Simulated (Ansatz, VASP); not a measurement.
# One calculation of Ba2CuSO2, two programs

```xyz
6
Lattice="3.8857 0.0000 0.0000 0.0000 3.8857 0.0000 0.0000 0.0000 7.1972" Properties=species:S:1:pos:R:3 pbc="T T T"
Ba    1.9428    1.9428    5.4516
Ba    1.9428    1.9428    1.7456
Cu    0.0000    0.0000    3.5986
S     0.0000    0.0000    0.0000
O     0.0000    1.9428    3.5986
O     1.9428    0.0000    3.5986
```

Alike in both runs: task single point; functional PBEsol; dispersion D3(BJ); k mesh 6 × 6 × 3; occupations fermi-dirac, width 0.1 eV; no spin polarisation.

```csv
,VASP,Ansatz
version,VASP 6.6.1,Ansatz 0.2.0
potentials or method,"VASP PAW PBE potentials, release 64 (Ba_sv, Cu_sv_GW, S, O), cutoff 820 eV","plane waves, PAW"
valence electrons in the cell,57,57
```

|  | VASP | Ansatz | Ansatz less VASP |
| --- | --- | --- | --- |
| pressure (GPa) | 1.2 | -0.3 | -1.52 |
| traceless stress, the component that is largest in VASP (GPa) | -0.66 | -1.00 | -0.340 |

VASP's potentials were made for PBE, not for PBEsol.

Neither program's run includes spin-orbit coupling.
